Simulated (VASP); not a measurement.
Wanted: the native input for a VASP 6.6.1 run.

```yaml
Task: density of states
Functional: PBE
Potentials_or_basis: VASP PAW PBE potentials, release 64 (Na_pv, F)
Cutoff: 520 eV
k_mesh: 11 × 11 × 11
Occupations: fermi-dirac, width 0.02 eV
Spin: no spin polarisation
Dipole_correction: no
k_mesh_for_the_DOS: 17 × 17 × 17
Occupations_for_the_DOS: tetrahedron
Further_INCAR_settings: ALGO = Normal; EDIFF = 1e-06
```

Crystal: NaF (Villiaumite).

```
Na F
1.0
     0.00000    2.34978    2.34978
     2.34978    0.00000    2.34978
     2.34978    2.34978    0.00000
Na F
1 1
Direct
  0.00000 0.00000 0.00000
  0.50000 0.50000 0.50000
```

The input as run:

POSCAR

```
NaF
1.0
    0.0000000000      2.3497833620      2.3497833620
    2.3497833620      0.0000000000      2.3497833620
    2.3497833620      2.3497833620      0.0000000000
Na F
1 1
Direct
    0.0000000000      0.0000000000      0.0000000000
    0.5000000000      0.5000000000      0.5000000000
```

INCAR.step1

```
SYSTEM = NaF
ALGO     = Normal         ! electronic algorithm
EDIFF    = 1E-6           ! SCF threshold, eV
ENCUT    = 520            ! plane-wave cutoff, eV
GGA      = PE             ! functional
ISIF     = 2              ! what is computed and relaxed
ISMEAR   = -1             ! smearing method
LASPH    = .TRUE.         ! aspherical terms in the spheres
LCHARG   = .TRUE.         ! write CHGCAR
LREAL    = .FALSE.        ! projectors in reciprocal space
LWAVE    = .FALSE.        ! write WAVECAR
NBANDS   = 14             ! bands
NELM     = 100            ! most SCF steps
PREC     = Accurate       ! precision mode
SIGMA    = 0.02           ! smearing width, eV
```

KPOINTS.step1

```
k-points
0
G
  11 11 11
  0 0 0
```

INCAR.step2

```
SYSTEM = NaF
ALGO     = Normal         ! electronic algorithm
EDIFF    = 1E-6           ! SCF threshold, eV
ENCUT    = 520            ! plane-wave cutoff, eV
GGA      = PE             ! functional
ICHARG   = 11             ! starting density
ISIF     = 2              ! what is computed and relaxed
ISMEAR   = -5             ! smearing method
LASPH    = .TRUE.         ! aspherical terms in the spheres
LCHARG   = .FALSE.        ! write CHGCAR
LORBIT   = 10             ! projections on sites
LREAL    = .FALSE.        ! projectors in reciprocal space
LWAVE    = .FALSE.        ! write WAVECAR
NEDOS    = 1001           ! points of the DOS
NELM     = 100            ! most SCF steps
PREC     = Accurate       ! precision mode
SIGMA    = 0.02           ! smearing width, eV
```

KPOINTS.step2

```
k-points
0
G
  17 17 17
  0 0 0
```

Potentials or basis: VASP PAW PBE potentials, release 64 (Na_pv, F).

The run is started by

```bash
$ cat potpaw_PBE.64/Na_pv/POTCAR potpaw_PBE.64/F/POTCAR > POTCAR
$ cp INCAR.step1 INCAR
$ cp KPOINTS.step1 KPOINTS
$ mpirun -np 1 vasp_std > vasp.out
$ cp INCAR.step2 INCAR
$ cp KPOINTS.step2 KPOINTS
$ mpirun -np 1 vasp_std > vasp.out
```

Results of the run:

The valence electrons inside the program's atomic spheres are Na 6.04; F 6.10.

Run time: 92 s on 1 thread of AMD EPYC 7R43 64-Core Processor (Zen 3) (shared host), peak memory 0.13 GiB.
